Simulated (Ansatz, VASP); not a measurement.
Fe: VASP beside Ansatz

Contents of INCAR:

```
SYSTEM = Fe
PREC = Accurate ; ENCUT = 600
EDIFF = 1E-6 ; ISMEAR = -1
SIGMA = 0.15 ; LREAL = .FALSE.
LASPH = .TRUE. ; NELM = 150
ALGO = Normal ; ISIF = 3
LWAVE = .FALSE. ; LCHARG = .FALSE.
ISPIN = 2 ; MAGMOM = 4.5
LORBIT = 11 ; LMAXMIX = 4
IBRION = 2 ; NSW = 80
EDIFFG = -0.01
```

KPOINTS

```
Automatic mesh
0
G
  9 9 9
  0 0 0
```

File POSCAR:

```
Fe
1.0
    0.0000000000      1.9417400000      1.9651050000
    1.4984400000      0.0000000000      1.9651050000
    1.4984400000      1.9417400000      0.0000000000
Fe
1
Direct
    0.0000000000      0.0000000000      0.0000000000
```

Input for Ansatz:

```yaml
crystal:
  lattice:
    - [0.0, 1.94174, 1.965105]
    - [1.49844, 0.0, 1.965105]
    - [1.49844, 1.94174, 0.0]
  atoms:
    - { symbol: Fe, position: [0.0, 0.0, 0.0] }
accuracy: medium
basis:
  ecutwfc: 530.622031796766
  xc_grid: 3
kpoints:
  mp_grid:
    grid: [9, 9, 9]
hamiltonian:
  xc: lda
  dispersion: none
magnetization:
  spin_polarized: true
  per_species:
    Fe: 4.5
scf:
  convergence:
    dr2_threshold: 1.0e-06
  occupations:
    method: fermi_dirac
    width: 0.15
relax:
  f_tol: 0.01
  max_displacement: 0.3
  cell: {}
```

Alike in both runs: task relaxation of cell and atoms; functional LDA; k mesh 9 × 9 × 9; occupations fermi-dirac, width 0.15 eV; collinear spin.

```csv
,VASP,Ansatz
version,VASP 6.6.1,Ansatz 0.2.0
potentials or method,"VASP PAW LDA potentials, release 64 (Fe), cutoff 600 eV","plane waves, PAW"
valence electrons in the cell,8,16
```

VASP gave:

```
net moment per atom (μB)                                        : 1.94
size of the moment on the site where the two differ most (μB)   : 1.91
relaxed volume (Å³/atom)                                        : 10.37
relaxed length of the cell vector where the two differ most in proportion (Å) : 2.379
```

**Question.** What did Ansatz give for the same quantities?

**Answer.** net moment per atom (μB): 1.99; size of the moment on the site where the two differ most (μB): 1.99; relaxed volume (Å³/atom): 10.42; relaxed length of the cell vector where the two differ most in proportion (Å): 2.383.

LDA's correlation is that of Perdew and Zunger in VASP and of Perdew and Wang (1992) in Ansatz. Site moments also hang on the region over which each program counts them. VASP's potentials hold 8 valence electrons a cell and Ansatz's 16, so a difference there can come from the potentials and not from the codes. Ansatz's warnings: force scf threshold loose, given moment on shells, stress scf threshold loose.
